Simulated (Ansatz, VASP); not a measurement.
**BaLiF3 in VASP and in Ansatz**

INCAR

```
PREC = Accurate
ENCUT = 520
EDIFF = 1E-7
ISMEAR = 0
SIGMA = 0.05
LREAL = F
LASPH = T
NELM = 80
ALGO = Normal
ISIF = 2
LWAVE = F
LCHARG = F
GGA = CA
NBANDS = 25
```

Contents of KPOINTS:

```
regular mesh
0
Gamma
  6 6 6
```

File POSCAR:

```
BaLiF3
1.0
    3.7891525580      0.0000000000      0.0000000000
    0.0000000000      3.7891525580      0.0000000000
    0.0000000000      0.0000000000      3.9885816400
Ba Li F
1 1 3
Direct
    0.0000000000      0.0000000000      0.0000000000
    0.5000000000      0.5000000000      0.5000000000
    0.0000000000      0.5000000000      0.5000000000
    0.5000000000      0.5000000000      0.0000000000
    0.5000000000      0.0000000000      0.5000000000
```

Input for Ansatz:

```yaml
crystal:
  lattice:
    - [3.789152558, 0.0, 0.0]
    - [0.0, 3.789152558, 0.0]
    - [0.0, 0.0, 3.98858164]
  atoms:
    - { symbol: Ba, position: [0.0, 0.0, 0.0] }
    - { symbol: Li, position: [0.5, 0.5, 0.5] }
    - { symbol: F, position: [0.0, 0.5, 0.5] }
    - { symbol: F, position: [0.5, 0.5, 0.0] }
    - { symbol: F, position: [0.5, 0.0, 0.5] }
basis:
  ecutwfc: 420
kpoints:
  mp_grid: { grid: [6, 6, 6] }
hamiltonian:
  xc: lda
scf:
  occupations: { method: gaussian, width: 0.05 }
output:
  forces: true
  stress: true
  eigenvalues: true
```

Change from the starting cell: strain -0.0500 x Voigt [1, 1, 0, 0, 0, 0], atoms carried along.

Alike in both runs: task single point; functional LDA; k mesh 6 × 6 × 6; occupations gaussian, width 0.05 eV; no spin polarisation.

|  | VASP | Ansatz |
| --- | --- | --- |
| version | VASP 6.6.1 | Ansatz 0.2.0 |
| potentials or method | VASP PAW LDA potentials, release 64 (Ba_sv, Li_sv, F), cutoff 520 eV | scalar-relativistic, plane waves, PAW |
| valence electrons in the cell | 34 | 34 |

|  | VASP | Ansatz | Ansatz less VASP |
| --- | --- | --- | --- |
| gap on the k mesh at the Fermi level (eV) | 6.27 | 6.38 | +0.112 |
| least direct gap on the mesh (eV) | 6.28 | 6.39 | +0.113 |

LDA's correlation is that of Perdew and Zunger in VASP and of Perdew and Wang (1992) in Ansatz.

Neither program's run includes spin-orbit coupling. Noted on VASP's run: the cutoff is short for stress, so the pressure is rough.
